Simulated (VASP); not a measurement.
Runs of VASP 6.6.1 on Ta2Mo. The structure is that of space group Fd-3m (No. 227), or close to it. The cells are those of the table. 

| task | cell | k mesh | cutoff (eV) | gap on the mesh (eV) | pressure (GPa) | relaxed volume (Å³/atom) |
| --- | --- | --- | --- | --- | --- | --- |
| single point | a = 5.382 Å, angles 60.0°, 6 atoms | 4 × 4 × 4 | 520 | none | -0.1 | - |
| single point | a = 5.374 Å, angles 60.0°, 6 atoms | 8 × 8 × 8 | 520 | none | 0.2 | - |
| relaxation of cell and atoms | relaxed from a = 5.147 Å, angles 60.0°, 6 atoms | 4 × 4 × 4 | 600 | none | 0.1 | 18.35 |
| single point | a = 5.147 Å, angles 60.0°, 6 atoms | 4 × 4 × 4 | 520 | none | (b) | - |
| relaxation of cell and atoms | relaxed from a = 5.382 Å, angles 60.0°, 6 atoms | 8 × 8 × 8 | 600 | none | 0.0 | (a) |

Alike in all rows: level PBE; potentials or basis VASP PAW PBE potentials, release 64 (Ta_pv, Mo_sv); no spin polarisation; smearing gaussian 0.1 eV.

Fill in the values left out.

(a) 18.32; (b) 34.0.

Caveats: some runs use coarse meshes; spin-orbit coupling is left out, which moves the levels of the heavy elements.

A k mesh can miss the band edges, and the runs leave out spin-orbit coupling on Mo, Ta.

A gap of «none» marks levels without a gap at the run's occupations.
